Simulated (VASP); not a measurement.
Wanted: the native input for a VASP 6.6.1 run.

```
Task                   : single point
Functional             : PBEsol
Potentials or basis    : VASP PAW PBE potentials, release 64 (Zr_sv, C)
Cutoff                 : 520 eV
k mesh                 : 8 × 8 × 8
Occupations            : gaussian, width 0.1 eV
Spin                   : no spin polarisation
Dipole correction      : no
Further INCAR settings : ALGO = Normal; EDIFF = 1e-07; NBANDS = 15
```

The structure of ZrC lies in POSCAR:

```
ZrC
1.0
    0.0000000000      2.3345629349      2.3345629349
    2.3345629349      0.0000000000      2.3345629349
    2.3345629349      2.3345629349      0.0000000000
Zr C
1 1
Direct
    0.0000000000      0.0000000000      0.0000000000
    0.5000000000      0.5000000000      0.5000000000
```

The input as run:

INCAR

```
SYSTEM = ZrC
  ALGO = Normal
  EDIFF = 1E-7
  ENCUT = 520
  GGA = PS
  ISIF = 2
  ISMEAR = 0
  LASPH = .True.
  LCHARG = .False.
  LREAL = .False.
  LWAVE = .False.
  NBANDS = 15
  NELM = 80
  PREC = Accurate
  SIGMA = 0.1
```

KPOINTS

```
k-points
0
Gamma
  8 8 8
  0 0 0
```

Potentials or basis: VASP PAW PBE potentials, release 64 (Zr_sv, C).

Run with:

```sh
$ cat potpaw_PBE.64/Zr_sv/POTCAR potpaw_PBE.64/C/POTCAR > POTCAR
$ mpirun -np 1 vasp_std > vasp.out
```

Results of the run:

- Pressure: 0.3 GPa
- Band gap on the k mesh: zero (band 8 reaches 10.68 eV, above the bottom of band 9 at 9.35 eV)

Caveat: the PAW data sets were made with another functional, which shifts forces and pressure a little.

Wall time 21 s on 1 thread of Intel(R) Xeon(R) Platinum 8488C (Sapphire Rapids), on a shared host, peak memory 0.16 GiB.
